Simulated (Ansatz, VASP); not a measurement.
NaF in VASP and in Ansatz

```
Na F
1.0
     0.00000    2.26018    2.26018
     2.26018    0.00000    2.26018
     2.26018    2.26018    0.00000
Na F
1 1
Direct
  0.00000 0.00000 0.00000
  0.50000 0.50000 0.50000
```

Change from the starting cell: hydrostatic strain -1.6%.

Alike in both runs: task single point; functional HSE06; k mesh 6 × 6 × 6; no spin polarisation.

|  | VASP | Ansatz |
| --- | --- | --- |
| version | VASP 6.6.1 | Ansatz 0.2.0 |
| potentials or method | VASP PAW PBE potentials, release 64 (Na_pv, F) | plane waves, PAW |
| plane-wave cutoff (eV) | 520 | 420 |
| occupations | gaussian, width 0.01 eV | fixed |
| valence electrons in the cell | 14 | 16 |

VASP gave:

```
gap on the k mesh at the Fermi level (eV) : 8.91
pressure (GPa)                            : 4.8
```

Problem. Which values does Ansatz return?

Solution. gap on the k mesh at the Fermi level (eV): 8.94; pressure (GPa): 4.5.

VASP's potentials hold 14 valence electrons a cell and Ansatz's 16, so a difference there can come from the potentials and not from the codes. Ansatz's warnings: stress exchange threshold loose, stress scf threshold loose.
